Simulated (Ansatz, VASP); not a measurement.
## Si: VASP beside Ansatz

```
Si
1.0
     0.00000    2.73549    2.73549
     2.73549    0.00000    2.73549
     2.73549    2.73549    0.00000
Si
2
Direct
  0.50000 0.50000 0.50000
  0.75000 0.75000 0.75000
```

Alike in both runs: task single point; functional PBE; k mesh 10 × 10 × 10; occupations fermi-dirac, width 0.1 eV; no spin polarisation.

|  | VASP | Ansatz |
| --- | --- | --- |
| version | VASP 6.6.1 | Ansatz 0.2.0 |
| potentials or method | VASP PAW PBE potentials, release 64 (Si), cutoff 500 eV | plane waves (420 eV) with PAW, scalar-relativistic |
| valence electrons in the cell | 8 | 8 |

```tsv
	VASP	Ansatz	Ansatz less VASP
pressure (GPa)	-0.1	0.0	+0.08
```
